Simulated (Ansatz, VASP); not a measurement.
Al3N: VASP beside Ansatz

```xyz
4
Lattice="2.8568 0.0000 0.0000 -1.4284 2.4740 0.0000 0.0000 0.0000 21.6014" Properties=species:S:1:pos:R:3 pbc="T T T"
Al    1.4284    0.8247    4.0000
Al    0.0000    1.6494    6.3007
Al    0.0000    0.0000    8.6014
N     0.0000    0.0000   10.2614
```

Alike in both runs: task single point; functional PBE; k mesh 9 × 9 × 1; occupations gaussian, width 0.1 eV; collinear spin.

|  | VASP | Ansatz |
| --- | --- | --- |
| version | VASP 6.6.1 | Ansatz 0.2.0 |
| potentials or method | VASP PAW PBE potentials, release 64 (Al, N), cutoff 520 eV | scalar-relativistic, plane waves, PAW |
| valence electrons in the cell | 14 | 14 |

|  | VASP | Ansatz | Ansatz less VASP |
| --- | --- | --- | --- |
| gap on the k mesh at the Fermi level (eV) | none | none | - |
| rms of the force components (eV/Å) | 1.927 | 1.923 | -0.0036 |
| net moment per atom (μB) | 0.09 | 0.09 | -0.004 |
| size of the moment on the site where the two differ most (μB) | 0.25 | 0.21 | -0.035 |

Site moments also hang on the region over which each program counts them. Atom by atom the forces differ by 0.004 eV/Å (rms over components). A gap of «none» marks a metal or a gap that the smearing closes. With one functional, cell and mesh, what is left measures potentials, basis and numerics. Ansatz's warnings: stability check not made, vacuum below fermi.
